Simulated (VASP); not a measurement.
Write the native input for VASP 6.6.1 that does the following.

| Item | Value |
| --- | --- |
| Task | single point |
| Functional | PBE |
| Potentials or basis | VASP PAW PBE potentials, release 64 (Sr_sv, O) |
| Cutoff | 600 eV |
| k mesh | 6 × 6 × 4 |
| Occupations | gaussian, width 0.1 eV |
| Spin | no spin polarisation |
| Dipole correction | no |
| Further INCAR settings | ALGO = Normal; EDIFF = 1e-06; NBANDS = 24 |

The structure of SrO (hm.eA) lies in POSCAR:

```
SrO
1.0
    3.5713006874      0.0000000000      0.0000000000
    0.0000000000      3.5713006874      0.0000000000
    0.0000000000      0.0000000000      5.3136518739
Sr O
2 2
Direct
    0.0000000000      0.0000000000      0.0000000000
    0.5000000000      0.5000000000      0.5000000000
    0.5000000000      0.5000000000      0.0000000000
    0.0000000000      1.0000000000      0.5000000000
```

One way to write it, as run:

INCAR

```
SYSTEM = SrO
ALGO = Normal
EDIFF = 1E-6
ENCUT = 600
GGA = PE
GGA_COMPAT = .FALSE.
ISIF = 2
ISMEAR = 0
LASPH = .TRUE.
LCHARG = .TRUE.
LELF = .TRUE.
LREAL = .FALSE.
LVHAR = .TRUE.
LWAVE = .FALSE.
NBANDS = 24
NELM = 120
PREC = Accurate
SIGMA = 0.1
```

KPOINTS

```
k-points
0
G
  6 6 4
  0 0 0
```

Potentials or basis: VASP PAW PBE potentials, release 64 (Sr_sv, O).

The run is started by

```sh
$ cat potpaw_PBE.64/Sr_sv/POTCAR potpaw_PBE.64/O/POTCAR > POTCAR
$ mpirun -np 1 vasp_std > vasp.out
```

It gave:

| Item | Value |
| --- | --- |
| Pressure | 4.1 GPa |
| Band gap on the k mesh | 3.16 eV |

Run time: 110 s on 1 thread of Intel Xeon 8259CL, with other jobs on the host, peak memory 0.21 GiB.
